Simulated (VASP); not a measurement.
# Ti5S in VASP: notebook

The runs below take Ti5S through relaxation of the atoms, with PBE.

Everything below comes from runs of VASP 6.6.1. Logs are shortened: lines on timing, memory, paths and dates and some standing lists are left out, and cuts for length are marked.

## Step 1: The cell of the first run

The cell holds a slab with vacuum, 6 atoms: a = 2.938 Å, b = 2.938 Å, c = 24.712 Å, α = 90.00°, β = 90.00°, γ = 120.00°.

## Step 2: Relaxation of the atoms, PBE

INCAR reads:

```
SYSTEM = Ti5S
  PREC = Accurate
  ENCUT = 450
  EDIFF = 1E-7
  ISMEAR = 0
  SIGMA = 0.1
  LREAL = .False.
  LASPH = .True.
  NELM = 120
  ALGO = Normal
  ISIF = 2
  LWAVE = .False.
  LCHARG = .False.
  LDIPOL = .True.
  IDIPOL = 3
  DIPOL = 0.5 0.5 0.391
  GGA = PE
  IBRION = 2
  NSW = 36
  EDIFFG = -0.025
  GGA_COMPAT = .False.
  NELMIN = 4
  NELMDL = -8
```

KPOINTS reads:

```
Automatic mesh
0
Gamma
  9 9 1
  0 0 0
```

POSCAR reads:

```
Ti5S
1.0
    2.9381632086      0.0000000000      0.0000000000
   -1.4690816043      2.5445239791      0.0000000000
    0.0000000000      0.0000000000     24.7117068140
Ti S
5 1
Selective dynamics
Direct
    0.6666666667      0.3333333333      0.1618666015  F F F
    0.3333333333      0.6666666667      0.2559609806  F F F
    0.6666666667      0.3333333333      0.3506708119  F F F
    0.3333333333      0.6666666667      0.4475655916  F F F
    0.6666666667      0.3333333333      0.5346335206  F F F
    1.0000000000      1.0000000000      0.5969521622  F F T
```

Potentials or basis: VASP PAW PBE potentials, release 64 (Ti_sv, S).

The run is started by

```sh
> cat potpaw_PBE.64/Ti_sv/POTCAR potpaw_PBE.64/S/POTCAR > POTCAR
> mpirun -np 1 vasp_std > vasp.out
```

OUTCAR:

```text
SYSTEM = Ti5S
   PREC = Accurate
   ENCUT = 450
   EDIFF = 1E-7
   ISMEAR = 0
   LREAL = .False.
   LASPH = .True.
   NELM = 120
   ISIF = 2
   GGA = PE
   IBRION = 2
   NSW = 36
   EDIFFG = -0.025
   NELMIN = 4
   NELMDL = -8

 ion  position               nearest neighbor table
   1  0.667  0.333  0.162-   2 2.88   2 2.88   2 2.88
   2  0.333  0.667  0.256-   1 2.88   1 2.88   1 2.88   3 2.89   3 2.89   3 2.89
   3  0.667  0.333  0.351-   2 2.89   2 2.89   2 2.89
   4  0.333  0.667  0.448-   5 2.74   5 2.74   5 2.74
   5  0.667  0.333  0.535-   6 2.29   6 2.29   6 2.29   4 2.74   4 2.74   4 2.74
   6  0.000  0.000  0.597-   5 2.29   5 2.29   5 2.29

  LATTYP: Found a hexagonal cell.
 ALAT       =     2.9381632086
 C/A-ratio  =     8.4105970498

  Lattice vectors:

 A1 = (   2.9381632086,   0.0000000000,   0.0000000000)
 A2 = (  -1.4690816043,   2.5445239791,   0.0000000000)
 A3 = (   0.0000000000,   0.0000000000,  24.7117068140)

Analysis of symmetry for initial positions (statically):
=====================================================================
 Subroutine PRICEL returns:
 Original cell was already a primitive cell.

 Routine SETGRP: Setting up the symmetry group for a
 hexagonal supercell.

 Subroutine GETGRP returns: Found  6 space group operations
 (whereof  6 operations were pure point group operations)
 out of a pool of 24 trial point group operations.

The static configuration has the point symmetry C_3v.

Analysis of symmetry for dynamics (positions and initial velocities):
=====================================================================
 Subroutine PRICEL returns:
 Original cell was already a primitive cell.

 Routine SETGRP: Setting up the symmetry group for a
 hexagonal supercell.

 Subroutine GETGRP returns: Found  6 space group operations
 (whereof  6 operations were pure point group operations)
 out of a pool of 24 trial point group operations.

The dynamic configuration has the point symmetry C_3v.

Analysis of constrained symmetry for selective dynamics:
=====================================================================
 Subroutine PRICEL returns:
 Original cell was already a primitive cell.

 Routine SETGRP: Setting up the symmetry group for a
 hexagonal supercell.

 Subroutine GETGRP returns: Found  6 space group operations
 (whereof  6 operations were pure point group operations)
 out of a pool of 24 trial point group operations.

The constrained configuration has the point symmetry C_3v.

 Subroutine INISYM returns: Found  6 space group operations
 (whereof  6 operations are pure point group operations),
 and found     1 'primitive' translations

----------------------------------------------------------------------------------------

                                     Primitive cell

  volume of cell :     184.7503

  direct lattice vectors                    reciprocal lattice vectors
     2.938163209  0.000000000  0.000000000     0.340348690  0.196500408  0.000000000
    -1.469081604  2.544523979  0.000000000     0.000000000  0.393000816  0.000000000
     0.000000000  0.000000000 24.711706814     0.000000000  0.000000000  0.040466650

  length of vectors
     2.938163209  2.938163209 24.711706814     0.393000816  0.393000816  0.040466650

  position of ions in fractional coordinates (direct lattice)
     0.666666667  0.333333333  0.161866602
     0.333333333  0.666666667  0.255960981
     0.666666667  0.333333333  0.350670812
     0.333333333  0.666666667  0.447565592
     0.666666667  0.333333333  0.534633521
     0.000000000  0.000000000  0.596952162

  ion indices of the primitive-cell ions
   primitive index   ion index
                 1           1
                 2           2
                 3           3
                 4           4
                 5           5
                 6           6
[... 23 lines left out ...]
 ===========================================

 Found     12 irreducible k-points:

 Following reciprocal coordinates:
            Coordinates               Weight
  0.000000  0.000000  0.000000      1.000000
  0.111111 -0.000000  0.000000      6.000000
  0.222222 -0.000000  0.000000      6.000000
  0.333333 -0.000000  0.000000      6.000000
  0.444444 -0.000000  0.000000      6.000000
  0.111111  0.111111  0.000000      6.000000
  0.222222  0.111111  0.000000     12.000000
  0.333333  0.111111  0.000000     12.000000
  0.444444  0.111111  0.000000      6.000000
  0.222222  0.222222  0.000000      6.000000
  0.333333  0.222222  0.000000     12.000000
  0.333333  0.333333  0.000000      2.000000
   k-points           NKPTS =     12   k-points in BZ     NKDIM =     12   number of bands    NBANDS=     39
   number of dos      NEDOS =    301   number of ions     NIONS =      6
   total plane-waves  NPLWV =  72000
   dimension x,y,z NGX =    20 NGY =   20 NGZ =  180
   dimension x,y,z NGXF=    40 NGYF=   40 NGZF=  360
   ions per type =               5   1
   NGX,Y,Z   is equivalent  to a cutoff of  11.32, 11.32, 12.11 a.u.
   NGXF,Y,Z  is equivalent  to a cutoff of  22.63, 22.63, 24.22 a.u.
 SYSTEM =  Ti5S
   PREC   = accura    normal or accurate (medium, high low for compatibility)
   ISTART =      0    job   : 0-new  1-cont  2-samecut
   ICHARG =      2    charge: 1-file 2-atom 10-const
   ISPIN  =      1    spin polarized calculation?
   LNONCOLLINEAR =      F non collinear calculations
   LSORBIT =      F    spin-orbit coupling
   LASPH  =      T    aspherical Exc in radial PAW
   ENCUT  =  450.0 eV  33.07 Ry    5.75 a.u.   5.08  5.08 42.74*2*pi/ulx,y,z
   NELM   =    120;   NELMIN=  4; NELMDL= -8     # of ELM steps
   EDIFF  = 0.1E-06   stopping-criterion for ELM
   LREAL  =      F    real-space projection
   EDIFFG = -.3E-01   stopping-criterion for IOM
   NSW    =     36    number of steps for IOM
   IBRION =      2    ionic relax: 0-MD 1-quasi-New 2-CG
   NFREE  =      1    steps in history (QN), initial steepest desc. (CG)
   ISIF   =      2    stress and relaxation
   ISYM   =      2    0-nonsym 1-usesym 2-fastsym
   POTIM  = 0.5000    time-step for ionic-motion
   TEBEG  =    0.0;   TEEND  =   0.0 temperature during run
   PSTRESS=    0.0 pullay stress
   NELECT =      66.0000    total number of electrons
   NUPDOWN=      -1.0000    fix difference up-down
   EMIN   =  10.00;   EMAX   =-10.00  energy-range for DOS
   EFERMI =   0.00;   METHOD = LEGACY
   ISMEAR =     0;   SIGMA  =   0.10  broadening in eV -4-tet -1-fermi 0-gaus
   EFERMI_NEDOS =   21; number of points for ismear=-14 and -15
   IALGO  =     38    algorithm
   IMIX   =      4    mixing-type and parameters
     AMIX     =   0.40;   BMIX     =  1.00
     AMIX_MAG =   1.60;   BMIX_MAG =  1.00
  volume/ion in A,a.u.               =      30.79       207.79
  Fermi-wavevector in a.u.,A,eV,Ry     =   1.161612  2.195128 18.358917  1.349342
  Thomas-Fermi vector in A             =   2.298182
   LORBIT       =      0    0 simple, 1 ext, 2 COOP (PROOUT), +10 PAW based schemes
   GGA     = PE    functional components
   LHFCALC =     F    Hartree Fock is set to
   AEXX    =    0.0000 exact exchange contribution
   IVDW    =     0    specifies the selected vdW correction
   LEPSILON=     F    determine dielectric tensor
   LRPA    =     F    only Hartree local field effects (RPA)
 conjugate gradient relaxation of ions
 non-spin polarized calculation
 Gauss-broadening in eV      SIGMA  =   0.10
  energy-cutoff  :      450.00
  volume of cell :      184.75
 maximum number of plane-waves:      4033
   NGX = 11   NGY = 11   NGZ = 85

--------------------------------------- Ionic step        1  -------------------------------------------

 number of electron      65.9999986 magnetization

 Free energy of the ion-electron system (eV)
  ---------------------------------------------------
  ext. energy  EPLUGINS =         0.00000000
  ---------------------------------------------------
  free energy    TOTEN  =       -43.31404486 eV

  energy without entropy =      -43.26791181  energy(sigma->0) =      -43.29097834

------------------------ aborting loop because EDIFF is reached ----------------------------------------

  FORCE on cell =-STRESS in cart. coord.  units (eV):
  Direction    XX          YY          ZZ          XY          YZ          ZX
  --------------------------------------------------------------------------------------
  -------------------------------------------------------------------------------------
  Total        5.3014174      5.3014174      1.2623147      0.0000000     -0.0000000      0.0000000
  in kB       45.9745385     45.9745385     10.9469470      0.0000000     -0.0000000      0.0000000
  external PRESSURE =      34.2986746 kB  Pullay stress =       0.0000000 kB
[... 141 lines left out ...]
  FREE ENERGIE OF THE ION-ELECTRON SYSTEM (eV)
  ---------------------------------------------------
  free  energy   TOTEN  =       -43.3701033780 eV

  energy  without entropy=      -43.3279504635  energy(sigma->0) =      -43.34902692

 dipolmoment           0.000000      0.000000     -0.231650 electrons x Angstroem

--------------------------------------- Ionic step        5  -------------------------------------------

 number of electron      65.9999985 magnetization

------------------------ aborting loop because EDIFF is reached ----------------------------------------
[... 35 lines left out ...]
--------------------------------------- Ionic step        6  -------------------------------------------

 number of electron      65.9999985 magnetization

 dipolmoment           0.000000      0.000000      0.063461 electrons x Angstroem

 Free energy of the ion-electron system (eV)
  ---------------------------------------------------
  ext. energy  EPLUGINS =         0.00000000
  ---------------------------------------------------
  free energy    TOTEN  =       -43.37137086 eV

  energy without entropy =      -43.33045045  energy(sigma->0) =      -43.35091065

 E-fermi :   2.1306     XC(G=0):  -6.9105

 val. band max:        2.1180601929   @ k =   0.1111   0.1111   0.0000
 cond. band min:       2.1378264725   @ k =   0.1111   0.1111   0.0000
 fundamental gap:      0.0197662796
 Fermi energy:         2.1306424634

 k-point     1 :       0.0000    0.0000    0.0000
  band No.  band energies     occupation
      1     -54.8177      2.00000
      2     -54.6300      2.00000
      3     -54.5665      2.00000
      4     -54.4065      2.00000
      5     -54.0835      2.00000
      6     -31.2447      2.00000
[... 493 lines left out ...]
     38       2.4382      0.00001
     39       3.6601      0.00000

------------------------ aborting loop because EDIFF is reached ----------------------------------------

 vacuum level on the upper side and lower side of the slab       (xc-potential included)         0.567        -0.987

  FORCE on cell =-STRESS in cart. coord.  units (eV):
  Direction    XX          YY          ZZ          XY          YZ          ZX
  --------------------------------------------------------------------------------------
  -------------------------------------------------------------------------------------
  Total        2.5833086      2.5833086     -0.3839783     -0.0000000      0.0000000      0.0000000
  in kB       22.4027672     22.4027672     -3.3299062     -0.0000000      0.0000000      0.0000000
  external PRESSURE =      13.8252094 kB  Pullay stress =       0.0000000 kB
[... 21 lines left out ...]
  FREE ENERGIE OF THE ION-ELECTRON SYSTEM (eV)
  ---------------------------------------------------
  free  energy   TOTEN  =       -43.3713708561 eV

  energy  without entropy=      -43.3304504496  energy(sigma->0) =      -43.35091065

 reached required accuracy - stopping structural energy minimisation

 vacuum level on the upper side and lower side of the slab         7.937         6.340
```

Run time: 6.7 min. Hardware: 1 thread of Intel Xeon 6975P-C (Granite Rapids), shared host; peak memory 0.28 GiB.

Results:

- Free energy: -43.3714 eV
- Energy gained by relaxing: 9.6 meV/atom
- Ionic steps: 6
- Band gap on the k mesh: zero (bands 33 and 34 overlap by 0.96 eV)

The path:
```tsv
step	energy change (eV)	largest force on free atoms (eV/Å)	pressure (GPa)
1	0.0000	0.9889	3.43
2	-0.0317	0.3890	2.77
3	-0.0417	0.2934	2.37
4	-0.0561	0.1188	1.60
5	-0.0249	0.6459	0.31
6	-0.0573	0.0122	1.38
```

Final structure:
```xyz
6
Lattice="2.9382 0.0000 0.0000 -1.4691 2.5445 0.0000 0.0000 0.0000 24.7117" Properties=species:S:1:pos:R:3 pbc="T T T"
Ti    1.4691    0.8482    4.0000
Ti    0.0000    1.6963    6.3252
Ti    1.4691    0.8482    8.6657
Ti    0.0000    1.6963   11.0601
Ti    1.4691    0.8482   13.2117
S     0.0000    0.0000   14.9114
```

Levels at points of the mesh, in eV from the Fermi level:
| k point | band 30 | band 31 | band 32 | band 33 | band 34 | band 35 | band 36 | band 37 |
| --- | --- | --- | --- | --- | --- | --- | --- | --- |
| (0.00, 0.00, 0.00) | 0.13 | 0.22 | 0.48 | 0.69 | 0.73 | 0.73 | 0.79 | 0.79 |

## Step 3: Relaxation of the atoms, PBE

INCAR reads:

```
  ALGO = Normal
  DIPOL = 0.5 0.5 0.399
  EDIFF = 1E-7
  EDIFFG = -0.025
  ENCUT = 520
  GGA = PE
  IBRION = 2
  IDIPOL = 3
  ISIF = 2
  ISMEAR = 0
  LASPH = T
  LCHARG = F
  LDIPOL = T
  LREAL = F
  LWAVE = F
  NELM = 100
  NSW = 36
  PREC = Accurate
  SIGMA = 0.1
```

KPOINTS reads:

```
k-points
0
Gamma
  9 9 1
```

Changes to POSCAR since step 2:

```diff
@@ -14,2 +14,2 @@
     0.6666666667      0.3333333333      0.5346335206  F F F
-    1.0000000000      1.0000000000      0.5969521622  F F T
+    0.6666666667      0.3333333333      0.6422748106  F F T
```

Potentials or basis: VASP PAW PBE potentials, release 64 (Ti_sv, S).

The run is started by

```sh
> cat potpaw_PBE.64/Ti_sv/POTCAR potpaw_PBE.64/S/POTCAR > POTCAR
> mpirun -np 1 vasp_std > vasp.out
```

Wall time 41 min (1 thread of Oxide Virtual Turin-like, shared host); peak memory 0.33 GiB.

The run converged. Its results:

| Item | Value |
| --- | --- |
| Free energy | -41.9292 eV |
| Energy gained by relaxing | 72.5 meV/atom |
| Ionic steps | 9 |
| Band gap on the k mesh | zero (bands 33 and 34 overlap by 1.09 eV) |

The path:
```csv
step,energy change (eV),largest force on free atoms (eV/Å),pressure (GPa)
1,0.0000,1.4583,-1.98
2,-0.0994,1.3729,-1.76
3,-0.3590,0.9701,-0.75
4,0.1834,5.3467,4.35
5,-0.4113,0.6143,-0.29
6,-0.4303,0.3061,0.61
7,-0.4346,0.0440,0.28
8,-0.4347,0.0396,0.35
9,-0.4347,0.0012,0.32
```

Final structure:
```
Ti S
1.0
     2.93816    0.00000    0.00000
    -1.46908    2.54452    0.00000
     0.00000    0.00000   24.71171
Ti S
5 1
Direct
  0.66667 0.33333 0.16187
  0.33333 0.66667 0.25596
  0.66667 0.33333 0.35067
  0.33333 0.66667 0.44757
  0.66667 0.33333 0.53463
  0.66667 0.33333 0.62537
```

Levels at points of the mesh, in eV from the Fermi level:
```csv
k point,band 29,band 30,band 31,band 32,band 33,band 34,band 35,band 36,band 37,band 38
"(0.00, 0.00, 0.00)",0.15,0.41,0.62,0.62,0.65,0.65,0.66,0.74,0.74,0.85
```
